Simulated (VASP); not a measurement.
A run of VASP 6.6.1 is set up as follows.

The input INCAR:

```
SYSTEM = Ru
ALGO = Normal
EDIFF = 1E-6
EDIFFG = -0.002
ENCUT = 600
GGA = PE
IBRION = 2
ISIF = 3
ISMEAR = 0
LASPH = .True.
LCHARG = .False.
LREAL = .False.
LWAVE = .False.
NELM = 80
NSW = 100
PREC = Accurate
SIGMA = 0.1
```

File KPOINTS:

```
k-points
0
Gamma
  15 15 8
  0 0 0
```

File POSCAR:

```
Ru
1.0
    2.7078263400      0.0000000000      0.0000000000
   -1.3539131700      2.3450464000      0.0000000000
    0.0000000000      0.0000000000      4.2681017800
Ru
2
Direct
    0.3333333300      0.6666666700      0.2500000000
    0.6666666700      0.3333333300      0.7500000000
```

Potentials or basis: VASP PAW PBE potentials, release 64 (Ru_pv).

Run with:

```console
$ cat potpaw_PBE.64/Ru_pv/POTCAR > POTCAR
$ mpirun -np 1 vasp_std > vasp.out
```

Q: What does it give for the space group after relaxing (to 0.05 Å)?

A: P6_3/mmc (No. 194).

Q: Estimate the relaxed volume.

A: 13.76 Å³/atom.

Step by step:
```
step  energy change (eV)  largest force (eV/Å)  pressure (GPa)  volume (Å³)
   1              0.0000                0.0000            4.98        27.10
   2              0.0467                0.0000          -12.76        28.79
   3             -0.0064                0.0000           -0.08        27.53
   4             -0.0064                0.0000           -0.04        27.52
   5             -0.0064                0.0000            0.05        27.51
   6             -0.0064                0.0000            0.09        27.51
   7             -0.0064                0.0000            0.10        27.51
   8             -0.0064                0.0000            0.08        27.51
   9             -0.0064                0.0000           -0.10        27.53
  10             -0.0064                0.0000           -0.01        27.52
```
